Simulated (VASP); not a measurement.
# AlP (F-43m) in VASP: settings compared

Aim: see how the results for AlP move with the level of theory and the settings. Levels: PBE, PBEsol. Tasks: density of states.

Everything below comes from runs of VASP 6.6.1. Logs are shortened: lines on timing, memory, paths and dates and some standing lists are left out, and cuts for length are marked.

### Step 1. The cell of the first run

The structure is cubic, space group F-43m (No. 216). Conventional cell: a = 5.508 Å, b = 5.508 Å, c = 5.508 Å, α = 90.00°, β = 90.00°, γ = 90.00°. Al (site symmetry -43m) has 4 P at 2.38 Å within 3.2 Å. Within 3.2 Å of P (site symmetry -43m) lie 4 Al at 2.38 Å.

### Step 2. Density of states, PBE

POSCAR

```
AlP
1.0
    0.0000000000      2.7538283603      2.7538283603
    2.7538283603      0.0000000000      2.7538283603
    2.7538283603      2.7538283603      0.0000000000
Al P
1 1
Direct
    0.0000000000      0.0000000000      0.0000000000
    0.7500000000      0.7500000000      0.7500000000
```

INCAR.step1

```
  PREC = Accurate
  ENCUT = 400
  EDIFF = 1E-6
  ISMEAR = 0
  SIGMA = 0.02
  LREAL = F
  LASPH = T
  NELM = 120
  ALGO = Normal
  ISIF = 2
  LWAVE = F
  LCHARG = T
  GGA = PE
  NBANDS = 11
  GGA_COMPAT = F
  NEDOS = 2001
  LORBIT = 11
```

KPOINTS.step1

```
regular mesh
0
Gamma
  8 8 8
```

INCAR.step2

```
  PREC = Accurate
  ENCUT = 400
  EDIFF = 1E-6
  ISMEAR = -5
  SIGMA = 0.02
  LREAL = F
  LASPH = T
  NELM = 120
  ALGO = Normal
  ISIF = 2
  LWAVE = F
  LCHARG = F
  GGA = PE
  LORBIT = 11
  NBANDS = 11
  NEDOS = 2001
  ICHARG = 11
  GGA_COMPAT = F
```

KPOINTS.step2

```
regular mesh
0
Gamma
  12 12 12
```

Potentials or basis: VASP PAW PBE potentials, release 64 (Al, P).

The run is started by

```
> cat potpaw_PBE.64/Al/POTCAR potpaw_PBE.64/P/POTCAR > POTCAR
> cp INCAR.step1 INCAR
> cp KPOINTS.step1 KPOINTS
> mpirun -np 1 vasp_std > vasp.out
> cp INCAR.step2 INCAR
> cp KPOINTS.step2 KPOINTS
> mpirun -np 1 vasp_std > vasp.out
```

OUTCAR:

```text
PREC = Accurate
   ENCUT = 400
   EDIFF = 1E-6
   ISMEAR = -5
   LREAL = F
   LASPH = T
   NELM = 120
   ISIF = 2
   GGA = PE
   LORBIT = 11
   ICHARG = 11

 ion  position               nearest neighbor table
   1  0.000  0.000  0.000-   2 2.38   2 2.38   2 2.38   2 2.38
   2  0.750  0.750  0.750-   1 2.38   1 2.38   1 2.38   1 2.38

  LATTYP: Found a face centered cubic cell.
 ALAT       =     5.5076567206

  Lattice vectors:

 A1 = (   0.0000000000,   2.7538283603,   2.7538283603)
 A2 = (   2.7538283603,   0.0000000000,   2.7538283603)
 A3 = (   2.7538283603,   2.7538283603,   0.0000000000)

Analysis of symmetry for initial positions (statically):
=====================================================================
 Subroutine PRICEL returns:
 Original cell was already a primitive cell.

 Routine SETGRP: Setting up the symmetry group for a
 face centered cubic supercell.

 Subroutine GETGRP returns: Found 24 space group operations
 (whereof 24 operations were pure point group operations)
 out of a pool of 48 trial point group operations.

The static configuration has the point symmetry T_d .

Analysis of symmetry for dynamics (positions and initial velocities):
=====================================================================
 Subroutine PRICEL returns:
 Original cell was already a primitive cell.

 Routine SETGRP: Setting up the symmetry group for a
 face centered cubic supercell.

 Subroutine GETGRP returns: Found 24 space group operations
 (whereof 24 operations were pure point group operations)
 out of a pool of 48 trial point group operations.

The dynamic configuration has the point symmetry T_d .

 Subroutine INISYM returns: Found 24 space group operations
 (whereof 24 operations are pure point group operations),
 and found     1 'primitive' translations

----------------------------------------------------------------------------------------

                                     Primitive cell

  volume of cell :      41.7677

  direct lattice vectors                    reciprocal lattice vectors
     0.000000000  2.753828360  2.753828360    -0.181565419  0.181565419  0.181565419
     2.753828360  0.000000000  2.753828360     0.181565419 -0.181565419  0.181565419
     2.753828360  2.753828360  0.000000000     0.181565419  0.181565419 -0.181565419

  length of vectors
     3.894501416  3.894501416  3.894501416     0.314480531  0.314480531  0.314480531

  position of ions in fractional coordinates (direct lattice)
     0.000000000  0.000000000  0.000000000
     0.750000000  0.750000000  0.750000000

  ion indices of the primitive-cell ions
   primitive index   ion index
                 1           1
                 2           2

----------------------------------------------------------------------------------------

 KPOINTS: regular mesh

Automatic generation of k-mesh.
 Grid dimensions read from file:
 generate k-points for:   12   12   12

 Generating k-lattice:

  Cartesian coordinates                     Fractional coordinates (reciprocal lattice)
    -0.015130452  0.015130452  0.015130452     0.083333333  0.000000000  0.000000000
     0.015130452 -0.015130452  0.015130452     0.000000000  0.083333333  0.000000000
     0.015130452  0.015130452 -0.015130452     0.000000000  0.000000000  0.083333333

  Length of vectors
     0.026206711  0.026206711  0.026206711

  Shift w.r.t. Gamma in fractional coordinates (k-lattice)
     0.000000000  0.000000000  0.000000000

 TETIRR: Found    247 inequivalent tetrahedra from    10368

 Subroutine IBZKPT returns following result:
 ===========================================

 Found     72 irreducible k-points:

 Following reciprocal coordinates:
            Coordinates               Weight
  0.000000  0.000000  0.000000      1.000000
  0.083333  0.000000  0.000000      8.000000
  0.166667  0.000000  0.000000      8.000000
  0.250000  0.000000  0.000000      8.000000
  0.333333  0.000000  0.000000      8.000000
  0.416667  0.000000  0.000000      8.000000
[... 16 lines left out ...]
  0.500000  0.166667  0.000000     24.000000
 -0.416667  0.166667  0.000000     24.000000
 [... further k-points ...]
   k-points           NKPTS =     72   k-points in BZ     NKDIM =     72   number of bands    NBANDS=     11
   number of dos      NEDOS =   2001   number of ions     NIONS =      2
   total plane-waves  NPLWV =  21952
   dimension x,y,z NGX =    28 NGY =   28 NGZ =   28
   dimension x,y,z NGXF=    56 NGYF=   56 NGZF=   56
   ions per type =               1   1
   NGX,Y,Z   is equivalent  to a cutoff of  11.95, 11.95, 11.95 a.u.
   NGXF,Y,Z  is equivalent  to a cutoff of  23.90, 23.90, 23.90 a.u.
 SYSTEM =  unknown system
   PREC   = accura    normal or accurate (medium, high low for compatibility)
   ISTART =      0    job   : 0-new  1-cont  2-samecut
   ICHARG =     11    charge: 1-file 2-atom 10-const
   ISPIN  =      1    spin polarized calculation?
   LNONCOLLINEAR =      F non collinear calculations
   LSORBIT =      F    spin-orbit coupling
   LASPH  =      T    aspherical Exc in radial PAW
   ENCUT  =  400.0 eV  29.40 Ry    5.42 a.u.   6.35  6.35  6.35*2*pi/ulx,y,z
   NELM   =    120;   NELMIN=  2; NELMDL=  0     # of ELM steps
   EDIFF  = 0.1E-05   stopping-criterion for ELM
   LREAL  =      F    real-space projection
   EDIFFG = 0.1E-04   stopping-criterion for IOM
   NSW    =      0    number of steps for IOM
   IBRION =     -1    ionic relax: 0-MD 1-quasi-New 2-CG
   NFREE  =      0    steps in history (QN), initial steepest desc. (CG)
   ISIF   =      2    stress and relaxation
   ISYM   =      2    0-nonsym 1-usesym 2-fastsym
   POTIM  = 0.5000    time-step for ionic-motion
   TEBEG  =    0.0;   TEEND  =   0.0 temperature during run
   PSTRESS=    0.0 pullay stress
   NELECT =       8.0000    total number of electrons
   NUPDOWN=      -1.0000    fix difference up-down
   EMIN   =  10.00;   EMAX   =-10.00  energy-range for DOS
   EFERMI =   0.00;   METHOD = LEGACY
   ISMEAR =    -5;   SIGMA  =   0.02  broadening in eV -4-tet -1-fermi 0-gaus
   EFERMI_NEDOS =   21; number of points for ismear=-14 and -15
   IALGO  =     38    algorithm
   IMIX   =      4    mixing-type and parameters
     AMIX     =   0.40;   BMIX     =  1.00
     AMIX_MAG =   1.60;   BMIX_MAG =  1.00
  volume/ion in A,a.u.               =      20.88       140.93
  Fermi-wavevector in a.u.,A,eV,Ry     =   0.943680  1.783296 12.116416  0.890531
  Thomas-Fermi vector in A             =   2.071411
   LORBIT       =     11    0 simple, 1 ext, 2 COOP (PROOUT), +10 PAW based schemes
   GGA     = PE    functional components
   LHFCALC =     F    Hartree Fock is set to
   AEXX    =    0.0000 exact exchange contribution
   IVDW    =     0    specifies the selected vdW correction
   LEPSILON=     F    determine dielectric tensor
   LRPA    =     F    only Hartree local field effects (RPA)
 non-spin polarized calculation
 Fermi weights with tetrahedron method with Bloechl corrections
  energy-cutoff  :      400.00
  volume of cell :       41.77
 maximum number of plane-waves:       769
 NGX is ok and might be reduce to    28

 number of electron       8.0000001 magnetization

 Free energy of the ion-electron system (eV)
  ---------------------------------------------------
  ext. energy  EPLUGINS =         0.00000000
  ---------------------------------------------------
  free energy    TOTEN  =       -10.37729585 eV

  energy without entropy =      -10.37729585  energy(sigma->0) =      -10.37729585

 E-fermi :   4.3549     XC(G=0):  -9.1078

 val. band max:        4.3449756900   @ k =   0.0000   0.0000   0.0000
 cond. band min:       5.9747672030   @ k =   0.5000   0.5000   0.0000
 fundamental gap:      1.6297915130
 Fermi energy:         4.3549210756

 k-point     1 :       0.0000    0.0000    0.0000
  band No.  band energies     occupation
      1      -7.0129      2.00000
      2       4.3450      2.00000
      3       4.3450      2.00000
      4       4.3450      2.00000
      5       7.4286      0.00000
      6       8.8697      0.00000
      7       8.8697      0.00000
      8       8.8697      0.00000
      9      13.1512      0.00000
     10      13.1512      0.00000
     11      14.4552      0.00000

 k-point     2 :       0.0833    0.0000    0.0000
  band No.  band energies     occupation
      1      -6.9380      2.00000
      2       3.7149      2.00000
      3       4.2765      2.00000
      4       4.2765      2.00000
      5       7.7951      0.00000
      6       8.9970      0.00000
      7       9.0048      0.00000
      8       9.0048      0.00000
      9      12.8831      0.00000
     10      12.8831      0.00000
     11      14.8142      0.00000

 k-point     3 :       0.1667    0.0000    0.0000
  band No.  band energies     occupation
      1      -6.7190      2.00000
      2       2.4928      2.00000
      3       4.1083      2.00000
      4       4.1083      2.00000
      5       7.8451      0.00000
      6       9.2953      0.00000
      7       9.2953      0.00000
      8       9.8695      0.00000
      9      12.5222      0.00000
     10      12.5222      0.00000
     11      15.0871      0.00000

 k-point     4 :       0.2500    0.0000    0.0000
  band No.  band energies     occupation
      1      -6.3761      2.00000
      2       1.2178      2.00000
      3       3.9122      2.00000
      4       3.9122      2.00000
      5       7.5668      0.00000
      6       9.4566      0.00000
      7       9.4566      0.00000
      8      11.1146      0.00000
      9      12.6419      0.00000
     10      12.6419      0.00000
     11      14.6183      0.00000

 k-point     5 :       0.3333    0.0000    0.0000
  band No.  band energies     occupation
      1      -5.9573      2.00000
      2       0.0848      2.00000
      3       3.7441      2.00000
      4       3.7441      2.00000
      5       7.2986      0.00000
      6       9.3699      0.00000
      7       9.3699      0.00000
      8      12.1392      0.00000
      9      13.4185      0.00000
     10      13.4185      0.00000
     11      14.5366      0.00000
[... 211 lines left out ...]
 k-point    21 :       0.3333    0.1667    0.0000
  band No.  band energies     occupation
      1      -6.0015      2.00000
      2       0.7875      2.00000
      3       3.0397      2.00000
      4       3.2029      2.00000
      5       7.7216      0.00000
      6       9.2214      0.00000
      7      10.0734      0.00000
      8      10.6991      0.00000
      9      13.3776      0.00000
     10      14.4488      0.00000
     11      16.1210      0.00000

 k-point    22 :       0.4167    0.1667    0.0000
  band No.  band energies     occupation
      1      -5.5972      2.00000
      2      -0.1259      2.00000
      3       2.6822      2.00000
      4       3.1350      2.00000
      5       7.6378      0.00000
      6       9.4552      0.00000
      7      10.5037      0.00000
      8      10.5169      0.00000
      9      14.4079      0.00000
     10      15.5012      0.00000
     11      16.1694      0.00000

 k-point    23 :       0.5000    0.1667    0.0000
  band No.  band energies     occupation
      1      -5.2809      2.00000
      2      -0.7301      2.00000
      3       2.3884      2.00000
      4       3.1758      2.00000
      5       7.6357      0.00000
      6       9.3624      0.00000
      7      10.2457      0.00000
      8      11.6578      0.00000
      9      14.4772      0.00000
     10      15.7692      0.00000
     11      16.9141      0.00000

 k-point    24 :      -0.4167    0.1667    0.0000
  band No.  band energies     occupation
      1      -5.2305      2.00000
      2      -0.8158      2.00000
      3       2.2073      2.00000
      4       3.3180      2.00000
      5       7.7697      0.00000
      6       9.3314      0.00000
      7      10.0559      0.00000
      8      12.5343      0.00000
      9      14.2073      0.00000
     10      14.3376      0.00000
     11      16.3788      0.00000

 [... further k-points ...]

------------------------ aborting loop because EDIFF is reached ----------------------------------------

  FORCE on cell =-STRESS in cart. coord.  units (eV):
  Direction    XX          YY          ZZ          XY          YZ          ZX
  --------------------------------------------------------------------------------------
  -------------------------------------------------------------------------------------
  Total       -0.0283218     -0.0283218     -0.0283218      0.0000000     -0.0000000      0.0000000
  in kB       -1.0864021     -1.0864021     -1.0864021      0.0000000     -0.0000000      0.0000000
  external PRESSURE =      -1.0864021 kB  Pullay stress =       0.0000000 kB

 VOLUME and BASIS-vectors are now :
 -----------------------------------------------------------------------------
  energy-cutoff  :      400.00
  volume of cell :       41.77
      direct lattice vectors                 reciprocal lattice vectors
     0.000000000  2.753828360  2.753828360    -0.181565419  0.181565419  0.181565419
     2.753828360  0.000000000  2.753828360     0.181565419 -0.181565419  0.181565419
     2.753828360  2.753828360  0.000000000     0.181565419  0.181565419 -0.181565419

 POSITION                                       TOTAL-FORCE (eV/Angst)
 -----------------------------------------------------------------------------------
      0.00000      0.00000      0.00000         0.000000      0.000000      0.000000
      4.13074      4.13074      4.13074        -0.000000     -0.000000     -0.000000
 -----------------------------------------------------------------------------------
    total drift:                                0.000000      0.000000      0.000000

  FREE ENERGIE OF THE ION-ELECTRON SYSTEM (eV)
  ---------------------------------------------------
  free  energy   TOTEN  =       -10.3772958473 eV

  energy  without entropy=      -10.3772958473  energy(sigma->0) =      -10.37729585

 total charge

# of ion       s       p       d       tot
------------------------------------------
    1        0.394   0.375   0.000   0.769
    2        1.010   1.579   0.000   2.589
--------------------------------------------------
tot          1.405   1.954   0.000   3.358
```

Run time: 27 s. Hardware: 1 thread of Intel Xeon Platinum 8259CL at 2.50GHz (Skylake/Cascade Lake), shared host; peak memory 0.15 GiB.

What came out:

```
Valence electrons inside the program's atomic spheres : Al 0.77; P 2.59
```

Levels at points of the mesh, in eV from the valence-band top:
```
           k point  band 1  band 2  band 3  band 4  band 5  band 6  band 7  band 8
(0.00, 0.00, 0.00)  -11.36    0.00    0.00    0.00    3.08    4.52    4.52    4.52
(0.50, 0.00, 0.00)   -9.74   -5.41   -0.75   -0.75    2.72    4.81    4.81    8.20
(0.50, 0.50, 0.00)   -9.11   -5.22   -2.05   -2.05    1.63    2.47   10.85   10.85
```

(Continued in part 2 of 2.)
